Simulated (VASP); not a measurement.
Here is a VASP 6.6.1 calculation.

POSCAR

```
Pt
1.0
   -1.5842200000      1.5842200000      1.5842200000
    1.5842200000     -1.5842200000      1.5842200000
    1.5842200000      1.5842200000     -1.5842200000
Pt
1
Direct
    0.0000000000      0.0000000000      0.0000000000
```

INCAR.step1

```
SYSTEM = Pt
PREC = Accurate
ENCUT = 550
ISMEAR = -1
SIGMA = 0.05
LREAL = .FALSE.
LASPH = .TRUE.
NELM = 120
NBANDS = 15
GGA = PE
ALGO = Normal
EDIFF = 1E-5
LWAVE = .TRUE.
LCHARG = .FALSE.
GGA_COMPAT = .FALSE.
```

Contents of INCAR.step2:

```
SYSTEM = Pt
PREC = Accurate
ENCUT = 550
EDIFF = 1E-6
ISMEAR = -1
SIGMA = 0.05
LREAL = .FALSE.
LASPH = .TRUE.
NELM = 120
ALGO = Normal
ISIF = 2
LWAVE = .FALSE.
LCHARG = .FALSE.
METAGGA = R2SCAN
LMIXTAU = .TRUE.
NBANDS = 15
ISTART = 1
GGA_COMPAT = .FALSE.
```

File KPOINTS:

```
regular mesh
0
G
  12 12 12
  0 0 0
```

Potentials or basis: VASP PAW PBE potentials, release 64 (Pt_sv_GW).

Command:

```console
$ cat potpaw_PBE.64/Pt_sv_GW/POTCAR > POTCAR
$ cp INCAR.step1 INCAR
$ mpirun -np 1 vasp_std > vasp.out
$ cp INCAR.step2 INCAR
$ mpirun -np 1 vasp_std > vasp.out
```

(1) What does it give for the band gap on the k mesh?

(2) What does it give for the pressure?

## Answers

(1) zero (bands 9 and 10 overlap by 2.30 eV).

(2) -8.8 GPa.

Caveat: the cell stands under tension; the PAW data sets were made with another functional, which shifts forces and pressure a little; spin-orbit coupling is left out, which moves the levels of the heavy elements.
